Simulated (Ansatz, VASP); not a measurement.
## Two plane-wave programs on AlN

```
Al N
1.0
     0.00000    2.18399    2.18399
     2.18399    0.00000    2.18399
     2.18399    2.18399    0.00000
Al N
1 1
Direct
  0.00000 0.00000 0.00000
  0.75000 0.75000 0.75000
```

Alike in both runs: task single point; functional PBE; k mesh 14 × 14 × 14; occupations gaussian, width 0.02 eV; no spin polarisation.

|  | VASP | Ansatz |
| --- | --- | --- |
| version | VASP 6.6.1 | Ansatz 0.2.0 |
| potentials or method | VASP PAW PBE potentials, release 64 (Al, N), cutoff 600 eV | scalar-relativistic, plane waves, PAW |
| valence electrons in the cell | 8 | 8 |

Ansatz gave:

| Item | Value |
| --- | --- |
| gap on the k mesh at the Fermi level (eV) | 3.33 |
| least direct gap on the mesh (eV) | 4.19 |
| pressure (GPa) | 4.9 |

Question: Estimate VASP's values.

Answer: gap on the k mesh at the Fermi level (eV): 3.32; least direct gap on the mesh (eV): 4.20; pressure (GPa): 4.5.
